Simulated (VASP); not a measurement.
# Ga2O3 (Cmc2_1) in VASP: single point with LDA

Aim: the single point of Ga2O3 with LDA.

Program: VASP 6.6.1. These are calculated values, not measurements. Logs are shortened: lines on timing, memory, paths and dates and some standing lists are left out, and cuts for length are marked.

## (1) The cell of the first run

Symmetry: Cmc2_1, No. 36, orthorhombic system. Conventional cell: a = 2.798 Å, b = 9.914 Å, c = 8.438 Å, α = 90.00°, β = 90.00°, γ = 90.00°. Within 2.5 Å of Ga (site symmetry m) lie 5 O at 1.86 to 1.99 Å. Ga (site symmetry m) has 5 O at 1.83 to 2.03 Å within 2.4 Å. O (site symmetry m) has 4 Ga at 1.99 to 2.03 Å and 2 O at 2.54 to 2.57 Å within 2.6 Å. Within 2.6 Å of O (site symmetry m) lie 3 Ga at 1.86 Å and 1 O at 2.57 Å. O (site symmetry m) has 3 Ga at 1.83 to 1.87 Å within 2.4 Å.

## (2) Single point, LDA (atoms displaced along a vibrational mode, then relaxed in part)

The input, INCAR:

```
  PREC = Accurate
  ENCUT = 520
  EDIFF = 1E-7
  ISMEAR = 0
  SIGMA = 0.05
  LREAL = False
  LASPH = True
  NELM = 60
  ALGO = Normal
  ISIF = 2
  LWAVE = False
  LCHARG = True
  GGA = CA
  LELF = True
  LVHAR = True
  NBANDS = 55
```

The input, KPOINTS:

```
regular mesh
0
Gamma
  10 10 4
```

The input, POSCAR:

```
Ga2O3
1.0
    1.3989003447     -4.9572002855      0.0000000000
    1.3989003447      4.9572002855      0.0000000000
    0.0000000000      0.0000000000      8.4383211058
Ga O
4 6
Direct
    0.3093888947      0.6906111053      0.8347122516
    0.6906111053      0.3093888947      0.3347122516
    0.0587074148     -0.0587074148      0.0068585539
   -0.0587074148      0.0587074148      0.5068585539
    0.3173576016      0.6826423984      0.4103072853
    0.5652502025      0.4347497975      0.4985452298
    0.6826423984      0.3173576016      0.9103072853
    0.4347497975      0.5652502025     -0.0014547702
    0.1270002591      0.8729997409      0.2085292181
    0.8729997409      0.1270002591      0.7085292181
```

Potentials or basis: VASP PAW LDA potentials, release 64 (Ga_d, O).

Run with:

```sh
> cat potpaw_LDA.64/Ga_d/POTCAR potpaw_LDA.64/O/POTCAR > POTCAR
> mpirun -np 1 vasp_std > vasp.out
```

OUTCAR:

```text
PREC = Accurate
   ENCUT = 520
   EDIFF = 1E-7
   ISMEAR = 0
   LREAL = False
   LASPH = True
   NELM = 60
   ISIF = 2
   GGA = CA

 ion  position               nearest neighbor table
   1  0.309  0.691  0.835-   8 1.86  10 1.87  10 1.87   7 1.99   7 1.99   3 2.88
   2  0.691  0.309  0.335-   6 1.86   9 1.87   9 1.87   5 1.99   5 1.99   4 2.88
   3  0.059  0.941  0.007-   9 1.83   8 1.86   8 1.86   7 2.03   7 2.03   1 2.88
   4  0.941  0.059  0.507-  10 1.83   6 1.86   6 1.86   5 2.03   5 2.03   2 2.88
   5  0.317  0.683  0.410-   2 1.99   2 1.99   4 2.03   4 2.03
   6  0.565  0.435  0.499-   2 1.86   4 1.86   4 1.86
   7  0.683  0.317  0.910-   1 1.99   1 1.99   3 2.03   3 2.03
   8  0.435  0.565  0.999-   1 1.86   3 1.86   3 1.86
   9  0.127  0.873  0.209-   3 1.83   2 1.87   2 1.87
  10  0.873  0.127  0.709-   4 1.83   1 1.87   1 1.87

  LATTYP: Found a base centered orthorhombic cell.
 ALAT       =     2.7978006894
 B/A-ratio  =     3.5436407635
 C/A-ratio  =     3.0160551242

  Lattice vectors:

 A1 = (   1.3989003447,  -4.9572002855,   0.0000000000)
 A2 = (   1.3989003447,   4.9572002855,   0.0000000000)
 A3 = (   0.0000000000,   0.0000000000,   8.4383211058)

Analysis of symmetry for initial positions (statically):
=====================================================================
 Subroutine PRICEL returns:
 Original cell was already a primitive cell.

 Routine SETGRP: Setting up the symmetry group for a
 base centered orthorhombic supercell.

 Subroutine GETGRP returns: Found  4 space group operations
 (whereof  2 operations were pure point group operations)
 out of a pool of  8 trial point group operations.

The static configuration has the point symmetry C_1h.
 The point group associated with its full space group is C_2v.

Analysis of symmetry for dynamics (positions and initial velocities):
=====================================================================
 Subroutine PRICEL returns:
 Original cell was already a primitive cell.

 Routine SETGRP: Setting up the symmetry group for a
 base centered orthorhombic supercell.

 Subroutine GETGRP returns: Found  4 space group operations
 (whereof  2 operations were pure point group operations)
 out of a pool of  8 trial point group operations.

The dynamic configuration has the point symmetry C_1h.
 The point group associated with its full space group is C_2v.

 Subroutine INISYM returns: Found  4 space group operations
 (whereof  2 operations are pure point group operations),
 and found     1 'primitive' translations

----------------------------------------------------------------------------------------

                                     Primitive cell

  volume of cell :     117.0333

  direct lattice vectors                    reciprocal lattice vectors
     1.398900345 -4.957200285  0.000000000     0.357423602 -0.100863385  0.000000000
     1.398900345  4.957200285  0.000000000     0.357423602  0.100863385  0.000000000
     0.000000000  0.000000000  8.438321106     0.000000000  0.000000000  0.118506986

  length of vectors
     5.150801573  5.150801573  8.438321106     0.371382624  0.371382624  0.118506986

  position of ions in fractional coordinates (direct lattice)
     0.309388895  0.690611105  0.834712252
     0.690611105  0.309388895  0.334712252
     0.058707415  0.941292585  0.006858554
     0.941292585  0.058707415  0.506858554
     0.317357602  0.682642398  0.410307285
     0.565250203  0.434749797  0.498545230
     0.682642398  0.317357602  0.910307285
     0.434749797  0.565250203  0.998545230
     0.127000259  0.872999741  0.208529218
     0.872999741  0.127000259  0.708529218

  ion indices of the primitive-cell ions
   primitive index   ion index
                 1           1
                 2           2
                 3           3
                 4           4
                 5           5
                 6           6
                 7           7
                 8           8
                 9           9
                10          10

----------------------------------------------------------------------------------------

 KPOINTS: regular mesh

Automatic generation of k-mesh.
 Grid dimensions read from file:
 generate k-points for:   10   10    4

 Generating k-lattice:

  Cartesian coordinates                     Fractional coordinates (reciprocal lattice)
     0.035742360 -0.010086338  0.000000000     0.100000000  0.000000000  0.000000000
     0.035742360  0.010086338  0.000000000     0.000000000  0.100000000  0.000000000
     0.000000000  0.000000000  0.029626746     0.000000000  0.000000000  0.250000000

  Length of vectors
     0.037138262  0.037138262  0.029626746

  Shift w.r.t. Gamma in fractional coordinates (k-lattice)
     0.000000000  0.000000000  0.000000000

 Subroutine IBZKPT returns following result:
 ===========================================

 Found     93 irreducible k-points:

 Following reciprocal coordinates:
            Coordinates               Weight
  0.000000  0.000000  0.000000      1.000000
  0.100000  0.000000  0.000000      4.000000
  0.200000  0.000000  0.000000      4.000000
  0.300000 -0.000000  0.000000      4.000000
  0.400000  0.000000  0.000000      4.000000
  0.500000  0.000000  0.000000      2.000000
[... 16 lines left out ...]
  0.300000  0.300000  0.000000      2.000000
  0.400000  0.300000  0.000000      4.000000
 [... further k-points ...]
   k-points           NKPTS =     93   k-points in BZ     NKDIM =     93   number of bands    NBANDS=     55
   number of dos      NEDOS =    301   number of ions     NIONS =     10
   total plane-waves  NPLWV = 102400
   dimension x,y,z NGX =    40 NGY =   40 NGZ =   64
   dimension x,y,z NGXF=    80 NGYF=   80 NGZF=  128
   ions per type =               4   6
   NGX,Y,Z   is equivalent  to a cutoff of  12.91, 12.91, 12.61 a.u.
   NGXF,Y,Z  is equivalent  to a cutoff of  25.82, 25.82, 25.22 a.u.
 SYSTEM =  unknown system
   PREC   = accura    normal or accurate (medium, high low for compatibility)
   ISTART =      0    job   : 0-new  1-cont  2-samecut
   ICHARG =      2    charge: 1-file 2-atom 10-const
   ISPIN  =      1    spin polarized calculation?
   LNONCOLLINEAR =      F non collinear calculations
   LSORBIT =      F    spin-orbit coupling
   LASPH  =      T    aspherical Exc in radial PAW
   ENCUT  =  520.0 eV  38.22 Ry    6.18 a.u.   9.58  9.58 15.69*2*pi/ulx,y,z
   NELM   =     60;   NELMIN=  2; NELMDL= -5     # of ELM steps
   EDIFF  = 0.1E-06   stopping-criterion for ELM
   LREAL  =      F    real-space projection
   EDIFFG = 0.1E-05   stopping-criterion for IOM
   NSW    =      0    number of steps for IOM
   IBRION =     -1    ionic relax: 0-MD 1-quasi-New 2-CG
   NFREE  =      0    steps in history (QN), initial steepest desc. (CG)
   ISIF   =      2    stress and relaxation
   ISYM   =      2    0-nonsym 1-usesym 2-fastsym
   POTIM  = 0.5000    time-step for ionic-motion
   TEBEG  =    0.0;   TEEND  =   0.0 temperature during run
   PSTRESS=    0.0 pullay stress
   NELECT =      88.0000    total number of electrons
   NUPDOWN=      -1.0000    fix difference up-down
   EMIN   =  10.00;   EMAX   =-10.00  energy-range for DOS
   EFERMI =   0.00;   METHOD = LEGACY
   ISMEAR =     0;   SIGMA  =   0.05  broadening in eV -4-tet -1-fermi 0-gaus
   EFERMI_NEDOS =   21; number of points for ismear=-14 and -15
   IALGO  =     38    algorithm
   IMIX   =      4    mixing-type and parameters
     AMIX     =   0.40;   BMIX     =  1.00
     AMIX_MAG =   1.60;   BMIX_MAG =  1.00
  volume/ion in A,a.u.               =      11.70        78.98
  Fermi-wavevector in a.u.,A,eV,Ry     =   1.488673  2.813184 30.152512  2.216147
  Thomas-Fermi vector in A             =   2.601678
   LORBIT       =      0    0 simple, 1 ext, 2 COOP (PROOUT), +10 PAW based schemes
   GGA     = CA    functional components
   LHFCALC =     F    Hartree Fock is set to
   AEXX    =    0.0000 exact exchange contribution
   IVDW    =     0    specifies the selected vdW correction
   LEPSILON=     F    determine dielectric tensor
   LRPA    =     F    only Hartree local field effects (RPA)
 non-spin polarized calculation
 Gauss-broadening in eV      SIGMA  =   0.05
  energy-cutoff  :      520.00
  volume of cell :      117.03
 maximum number of plane-waves:      3176
 NGX is ok and might be reduce to    40
   NGX = 19   NGY = 19   NGZ = 31

 number of electron      88.0000012 magnetization

 Free energy of the ion-electron system (eV)
  ---------------------------------------------------
  ext. energy  EPLUGINS =         0.00000000
  ---------------------------------------------------
  free energy    TOTEN  =       -66.55143784 eV

  energy without entropy =      -66.55143784  energy(sigma->0) =      -66.55143784

 E-fermi :   2.3324     XC(G=0): -11.3209

 val. band max:        2.0983186974   @ k =   0.0000   0.0000   0.0000
 cond. band min:       4.7969740501   @ k =   0.0000   0.0000   0.0000
 fundamental gap:      2.6986553527
 Fermi energy:         2.3323852959

 k-point     1 :       0.0000    0.0000    0.0000
  band No.  band energies     occupation
      1     -16.3468      2.00000
      2     -15.9241      2.00000
      3     -15.3593      2.00000
      4     -14.9725      2.00000
      5     -14.5454      2.00000
      6     -14.4660      2.00000
[... 47 lines left out ...]
     54      13.4575      0.00000
     55      13.8495      0.00000

 k-point     2 :       0.1000    0.0000    0.0000
  band No.  band energies     occupation
      1     -16.2391      2.00000
      2     -15.8289      2.00000
      3     -15.3151      2.00000
      4     -14.9514      2.00000
      5     -14.5541      2.00000
      6     -14.4781      2.00000
[... 47 lines left out ...]
     54      13.3529      0.00000
     55      14.0325      0.00000
[... 1216 lines left out ...]
     54      13.5348      0.00000
     55      13.7166      0.00000

 k-point    24 :       0.4000    0.3000    0.0000
  band No.  band energies     occupation
      1     -15.3003      2.00000
      2     -15.2141      2.00000
      3     -15.0539      2.00000
      4     -14.9642      2.00000
      5     -14.6654      2.00000
      6     -14.5771      2.00000
[... 47 lines left out ...]
     54      13.1643      0.00000
     55      13.8719      0.00000

 [... further k-points ...]

------------------------ aborting loop because EDIFF is reached ----------------------------------------

  FORCE on cell =-STRESS in cart. coord.  units (eV):
  Direction    XX          YY          ZZ          XY          YZ          ZX
  --------------------------------------------------------------------------------------
  -------------------------------------------------------------------------------------
  Total        1.5208808      1.1109840      0.9889815      0.0000000      0.0000000      0.0000000
  in kB       20.8207556     15.2092953     13.5390901      0.0000000      0.0000000      0.0000000
  external PRESSURE =      16.5230470 kB  Pullay stress =       0.0000000 kB

 VOLUME and BASIS-vectors are now :
 -----------------------------------------------------------------------------
  energy-cutoff  :      520.00
  volume of cell :      117.03
      direct lattice vectors                 reciprocal lattice vectors
     1.398900345 -4.957200285  0.000000000     0.357423602 -0.100863385  0.000000000
     1.398900345  4.957200285  0.000000000     0.357423602  0.100863385  0.000000000
     0.000000000  0.000000000  8.438321106     0.000000000  0.000000000  0.118506986

 POSITION                                       TOTAL-FORCE (eV/Angst)
 -----------------------------------------------------------------------------------
      1.39890      1.88979      7.04357         0.000000      0.052018     -0.000952
      1.39890     -1.88979      2.82441         0.000000     -0.052018     -0.000952
      1.39890      4.37515      0.05787         0.000000     -0.027581     -0.033599
      1.39890     -4.37515      4.27704         0.000000      0.027581     -0.033599
      1.39890      1.81079      3.46230         0.000000     -0.028128     -0.000448
      1.39890     -0.64692      4.20688         0.000000     -0.072901      0.055017
      1.39890     -1.81079      7.68147         0.000000      0.028128     -0.000448
      1.39890      0.64692      8.42605         0.000000      0.072901      0.055017
      1.39890      3.69807      1.75964         0.000000      0.017410     -0.020018
      1.39890     -3.69807      5.97880         0.000000     -0.017410     -0.020018
 -----------------------------------------------------------------------------------
    total drift:                               -0.000002     -0.000000     -0.002580

  FREE ENERGIE OF THE ION-ELECTRON SYSTEM (eV)
  ---------------------------------------------------
  free  energy   TOTEN  =       -66.5514378435 eV

  energy  without entropy=      -66.5514378435  energy(sigma->0) =      -66.55143784
```

Run time: 33 min. Hardware: 1 thread of Intel Xeon 8259CL, shared host; peak memory 0.54 GiB.

What came out:

```
Free energy            : -66.5514 eV
Pressure               : 1.7 GPa
Largest force          : 0.091 eV/Å
Band gap on the k mesh : 2.70 eV
```

Forces on the atoms (eV/Å):
```
Ga   0.000  0.052 -0.001
Ga   0.000 -0.052 -0.001
Ga   0.000 -0.028 -0.034
Ga   0.000  0.028 -0.034
O    0.000 -0.028  0.000
O    0.000 -0.073  0.055
O    0.000  0.028  0.000
O    0.000  0.073  0.055
O    0.000  0.017 -0.020
O    0.000 -0.017 -0.020
```

Levels at points of the mesh, in eV from the valence-band top:
| k point | band 42 | band 43 | band 44 | band 45 | band 46 | band 47 |
| --- | --- | --- | --- | --- | --- | --- |
| (0.00, 0.00, 0.00) | -0.13 | -0.03 | 0.00 | 2.70 | 4.80 | 6.64 |
| (0.50, 0.00, 0.00) | -0.43 | -0.29 | -0.03 | 5.19 | 5.67 | 7.13 |
| (0.50, 0.50, 0.00) | -0.24 | -0.18 | -0.12 | 4.90 | 5.20 | 5.87 |
| (0.00, 0.00, 0.50) | -0.27 | -0.07 | -0.07 | 3.78 | 3.78 | 7.29 |
| (0.50, 0.00, 0.50) | -0.40 | -0.16 | -0.16 | 5.48 | 5.48 | 7.47 |
| (0.50, 0.50, 0.50) | -0.13 | -0.13 | -0.13 | 4.97 | 4.97 | 6.32 |

Caveat: the cell differs from its parent crystal (atoms displaced along a vibrational mode, then relaxed in part).
